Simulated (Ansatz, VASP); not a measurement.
# Ni: VASP beside Ansatz

```xyz
1
Lattice="2.3681 0.0000 0.0000 0.0000 2.3681 0.0000 0.0000 0.0000 2.3681" Properties=species:S:1:pos:R:3 pbc="T T T"
Ni    0.0000    0.0000    0.0000
```

Alike in both runs: task single point; functional BLYP; k mesh 22 × 22 × 22; occupations fermi-dirac, width 0.05 eV; collinear spin.

```csv
,VASP,Ansatz
version,VASP 6.6.1,Ansatz 0.2.0
potentials or method,"VASP PAW PBE potentials, release 64 (Ni), cutoff 520 eV","plane waves (420 eV) with PAW, scalar-relativistic"
valence electrons in the cell,10,18
```

|  | VASP | Ansatz | Ansatz less VASP |
| --- | --- | --- | --- |
| net moment per atom (μB) | 0.50 | 0.53 | +0.029 |
| size of the moment on the site where the two differ most (μB) | 0.50 | 0.54 | +0.039 |

VASP's potentials were made for PBE, not for BLYP. Site moments also hang on the region over which each program counts them. The functional is the same, so the differences come from potentials, cutoffs and numerics. VASP's potentials hold 10 valence electrons a cell and Ansatz's 18, so a difference there can come from the potentials and not from the codes.
